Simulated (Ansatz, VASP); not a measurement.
## Two plane-wave programs on Se

```xyz
12
Lattice="3.8491 2.2223 6.5642 -3.8491 2.2223 6.5642 0.0000 -4.4445 6.5642" Properties=species:S:1:pos:R:3 pbc="T T T"
Se   -2.4766    1.4298    4.4242
Se    0.0000   -2.8597    4.4242
Se    2.4766    1.4298    4.4242
Se    2.4766   -1.4298   15.2684
Se   -2.4766   -1.4298   15.2684
Se    0.0000    2.8597   15.2684
Se   -1.5759    0.9098    7.0431
Se    0.0000   -1.8197    7.0431
Se    1.5759    0.9098    7.0431
Se    1.5759   -0.9098   12.6495
Se   -1.5759   -0.9098   12.6495
Se    0.0000    1.8197   12.6495
```

Alike in both runs: task single point; functional PBEsol; k mesh 3 × 3 × 3; occupations gaussian, width 0.1 eV; no spin polarisation.

|  | VASP | Ansatz |
| --- | --- | --- |
| version | VASP 6.6.1 | Ansatz 0.2.0 |
| potentials or method | VASP PAW PBE potentials, release 64 (Se), cutoff 520 eV | scalar-relativistic, plane waves, PAW |
| valence electrons in the cell | 72 | 192 |

|  | VASP | Ansatz | Ansatz less VASP |
| --- | --- | --- | --- |
| gap on the k mesh at the Fermi level (eV) | none | none | - |
| pressure (GPa) | 0.8 | 0.7 | -0.07 |
| traceless stress, the component that is largest in VASP (GPa) | 0.63 | 0.62 | -0.002 |
| rms of the force components (eV/Å) | 0.944 | 0.939 | -0.0044 |

VASP's potentials were made for PBE, not for PBEsol. Atom by atom the forces differ by 0.005 eV/Å (rms over components). A gap of «none» marks a metal or a gap that the smearing closes. With one functional, cell and mesh, what is left measures potentials, basis and numerics. VASP's potentials hold 72 valence electrons a cell and Ansatz's 192, so a difference there can come from the potentials and not from the codes.
